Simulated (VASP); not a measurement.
Wanted: the native input for a VASP 6.6.1 run.

- Task: single point
- Functional: PBE
- Potentials or basis: VASP PAW PBE potentials, release 64 (Gd, Cu, Fe)
- Cutoff: 520 eV
- k mesh: 5 × 5 × 5
- Occupations: fermi-dirac, width 0.1 eV
- Spin: collinear spin, ferrimagnetic start
- Starting moments: [-7.1, 0.0, 2.3, 2.3, 1.9] μB
- Dipole correction: no
- Further INCAR settings: ALGO = Normal; EDIFF = 1e-06; NBANDS = 38; ISYM = 0

The structure of GdFe3Cu lies in POSCAR:

```
GdFe3Cu
1.0
    0.0000000000      3.8627943700      0.0000000000
    3.8627943700      0.0000000000      0.0000000000
    1.9313971800      1.9313971800     -4.9387775900
Gd Cu Fe
1 1 3
Direct
    0.1160900000      0.1160900000      0.7678200000
    0.5141000000      0.5141000000      0.9718000000
    0.8662700000      0.3662700000      0.2674600000
    0.3662700000      0.8662700000      0.2674600000
    0.7359000000      0.7359000000      0.5282000000
```

The input as run:

INCAR

```
ALGO     = Normal         # electronic algorithm
EDIFF    = 1E-6           # SCF threshold, eV
ENCUT    = 520            # plane-wave cutoff, eV
GGA      = PE             # functional
ISIF     = 2              # what is computed and relaxed
ISMEAR   = -1             # smearing method
ISPIN    = 2              # spin polarisation
ISYM     = 0            
LASPH    = True           # aspherical terms in the spheres
LCHARG   = False          # write CHGCAR
LMAXMIX  = 6              # l up to which the mixer works
LORBIT   = 11             # projections on sites
LREAL    = False          # projectors in reciprocal space
LWAVE    = False          # write WAVECAR
MAGMOM   = -7.1 0 2.3 2.3 1.9 # initial moments
NBANDS   = 38             # bands
NELM     = 150            # most SCF steps
PREC     = Accurate       # precision mode
SIGMA    = 0.1            # smearing width, eV
```

KPOINTS

```
k-points
0
Gamma
  5 5 5
```

Potentials or basis: VASP PAW PBE potentials, release 64 (Gd, Cu, Fe).

Launch:

```sh
$ cat potpaw_PBE.64/Gd/POTCAR potpaw_PBE.64/Cu/POTCAR potpaw_PBE.64/Fe/POTCAR > POTCAR
$ mpirun -np 1 vasp_std > vasp.out
```

Results of the run:

```
Pressure                                              : 9.2 GPa
Largest force                                         : 1.368 eV/Å
Net moment                                            : -0.59 μB per cell
Site moments                                          : Gd -6.92; Cu +0.12; Fe +2.35, +1.95 (each value once) μB
Valence electrons inside the program's atomic spheres : Gd 15.24; Cu 10.19; Fe 7.17, 7.43 (each value once)
```

Caveat: the stress differs along the axes, from 7 to 13 GPa; forces of over 1 eV/Å act on the atoms, so gaps and moduli don't describe the material at rest.

Wall time 21 min on 1 thread of AMD EPYC 7R13 Processor (Zen 3) (shared host), peak memory 0.42 GiB.
